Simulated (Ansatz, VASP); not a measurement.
**One calculation of TiSi2, two programs**

INCAR

```
SYSTEM = TiSi2
PREC = Accurate ; ENCUT = 520
EDIFF = 1E-6 ; ISMEAR = 0
SIGMA = 0.15 ; LREAL = .False.
LASPH = .True. ; NELM = 100
ALGO = Normal ; ISIF = 2
LWAVE = .False. ; LCHARG = .False.
GGA = CA ; NBANDS = 17
```

The input KPOINTS:

```
regular mesh
0
Gamma
  18 18 18
  0 0 0
```

File POSCAR:

```
TiSi2
1.0
   -1.4410529458      1.6701060708      4.1004087654
    1.4410529458     -1.6701060708      4.1004087654
    1.4410529458      1.6701060708     -4.1004087654
Ti Si
1 2
Direct
    0.0000000000      0.0000000000      0.0000000000
    0.3248867003      0.3248867003      0.0000000000
    0.6751132997      0.6751132997      0.0000000000
```

Input for Ansatz:

```yaml
crystal:
  lattice:
    - [-1.4410529458, 1.6701060708, 4.1004087654]
    - [1.4410529458, -1.6701060708, 4.1004087654]
    - [1.4410529458, 1.6701060708, -4.1004087654]
  atoms:
    - { symbol: Ti, position: [0.0, 0.0, 0.0] }
    - { symbol: Si, position: [0.3248867003, 0.3248867003, 0.0] }
    - { symbol: Si, position: [0.6751132997, 0.6751132997, 0.0] }
basis:
  ecutwfc: 520.0
kpoints:
  mp_grid: { grid: [18, 18, 18] }
hamiltonian:
  xc: lda
  pseudopotentials: { kind: paw, azcp: { folder: soft_1 } }
scf:
  occupations: { method: gaussian, width: 0.15 }
output:
  forces: true
  stress: true
  eigenvalues: true
  write_density: true
  write_potential: true
  elf: true
  volumetric_format: npy
```

Alike in both runs: task single point; functional LDA; k mesh 18 × 18 × 18; occupations gaussian, width 0.15 eV; no spin polarisation.

|  | VASP | Ansatz |
| --- | --- | --- |
| version | VASP 6.6.1 | Ansatz 0.2.0 |
| potentials or method | VASP PAW LDA potentials, release 64 (Ti_sv, Si), cutoff 520 eV | scalar-relativistic, plane waves, PAW |
| valence electrons in the cell | 20 | 20 |

VASP gave:

| Property | Result |
| --- | --- |
| gap on the k mesh at the Fermi level (eV) | none |
| pressure (GPa) | 4.7 |
| traceless stress, the component that is largest in VASP (GPa) | -1.28 |
| rms of the force components (eV/Å) | 0.239 |

Problem. Estimate Ansatz's values.

Solution. gap on the k mesh at the Fermi level (eV): none; pressure (GPa): 4.5; traceless stress, the component that is largest in VASP (GPa): -1.31; rms of the force components (eV/Å): 0.240.

Ansatz warns that its potentials were made for another functional, while VASP's fit it. LDA's correlation is that of Perdew and Zunger in VASP and of Perdew and Wang (1992) in Ansatz. Atom by atom the forces differ by 0.001 eV/Å (rms over components). A gap of «none» marks a metal or a gap that the smearing closes.
